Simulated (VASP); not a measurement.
The system is TiAl.

```xyz
6
Lattice="3.2116 0.0000 0.0000 0.0000 3.2116 0.0000 0.0000 0.0000 9.6349" Properties=species:S:1:pos:R:3 pbc="T T T"
Al    0.0000    0.0000    0.0000
Al    1.6058    1.6058    1.6058
Al    0.0000    0.0000    3.2116
Ti    1.6058    1.6058    4.8174
Ti    0.0000    0.0000    6.4232
Ti    1.6058    1.6058    8.0291
```

```yaml
Program: VASP 6.6.1
Task: relaxation of cell and atoms
Functional: PBEsol
Potentials_or_basis: VASP PAW PBE potentials, release 64 (Al, Ti_sv)
Cutoff: 600 eV
k_mesh: 12 × 12 × 4
Occupations: gaussian, width 0.1 eV
Spin: no spin polarisation
```

At the start: pressure -2.4 GPa; volume 16.56 Å³/atom.

Task: How do energy, volume and symmetry change on relaxing?

Result: Over 17 steps the energy falls by 72.8 meV/atom and the volume is 16.37 Å³/atom (-1.2 %); space group P4/mmm (No. 123, to 0.05 Å).

The path:
| step | energy change (eV) | largest force (eV/Å) | pressure (GPa) | volume (Å³) |
| --- | --- | --- | --- | --- |
| 1 | 0.0000 | 0.0984 | -2.43 | 99.38 |
| 2 | -0.0965 | 0.0872 | 1.50 | 95.78 |
| 3 | -0.1148 | 0.0618 | 3.98 | 93.83 |
| 4 | -0.1688 | 0.0586 | 4.28 | 93.67 |
| 5 | -0.2934 | 0.1980 | 5.57 | 93.06 |
| 6 | 0.0286 | 0.3892 | 10.92 | 91.14 |
| 7 | -0.3096 | 0.2660 | 6.23 | 92.81 |
| 8 | -0.4072 | 0.2530 | 2.30 | 95.99 |
| 9 | -0.4254 | 0.2252 | -0.34 | 98.46 |
| 10 | -0.4258 | 0.2289 | -0.04 | 98.17 |
| 11 | -0.4292 | 0.1832 | -0.05 | 98.18 |
| 12 | -0.4355 | 0.0812 | -0.05 | 98.22 |
| 13 | -0.4293 | 0.2672 | 0.00 | 98.29 |
| 14 | -0.4363 | 0.0451 | -0.07 | 98.24 |
| 15 | -0.4366 | 0.0238 | 0.04 | 98.15 |
| 16 | -0.4366 | 0.0086 | 0.10 | 98.10 |
| 17 | -0.4367 | 0.0040 | -0.01 | 98.21 |

Final structure:
```
CELL_PARAMETERS angstrom
3.39438 0.00000 0.00000
0.00000 3.39438 0.00000
0.00000 0.00000 8.52411
ATOMIC_POSITIONS crystal
Al 0.00000 0.00000 0.99875
Al 0.50000 0.50000 0.16667
Al 0.00000 0.00000 0.33459
Ti 0.50000 0.50000 0.50507
Ti 0.00000 0.00000 0.66667
Ti 0.50000 0.50000 0.82826
```

Caveat: the PAW data sets were made with another functional, which shifts forces and pressure a little.
